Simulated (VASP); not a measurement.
NaCl, 2 atoms in the cell. It takes space group R-3m (No. 166, trigonal). The conventional cell has a = 4.122 Å, b = 4.122 Å, c = 9.399 Å, α = 90.00°, β = 90.00°, γ = 120.00°. Within 3.8 Å of Na (site symmetry -3m) lie 6 Cl at 2.85 Å. Cl (site symmetry -3m) has 6 Na at 2.85 Å within 3.8 Å.  This cell differs from its parent crystal: epitaxial 111 strain +4.0%.

```yaml
Program: VASP 6.6.1
Task: single point
Functional: PBE
Potentials_or_basis: VASP PAW PBE potentials, release 64 (Na_pv, Cl)
Cutoff: 520 eV
k_mesh: 4 × 4 × 4
Occupations: gaussian, width 0.01 eV
Spin: no spin polarisation
Dipole_correction: no
Further_INCAR_settings: ALGO = Normal; EDIFF = 1e-06; NBANDS = 14
```

Potentials or basis: VASP PAW PBE potentials, release 64 (Na_pv, Cl).

The run is started by

```console
$ cat potpaw_PBE.64/Na_pv/POTCAR potpaw_PBE.64/Cl/POTCAR > POTCAR
$ mpirun -np 1 vasp_std > vasp.out
```

Hardware: 1 thread of AMD EPYC 7R43 64-Core Processor (Zen 3) (shared host).

Question: Estimate the wall time of this run.

Answer: Run time: 17 s on 1 thread of AMD EPYC 7R43 64-Core Processor (Zen 3), on a shared host, peak memory 0.12 GiB. Counts: scf iterations 12, k points 13.
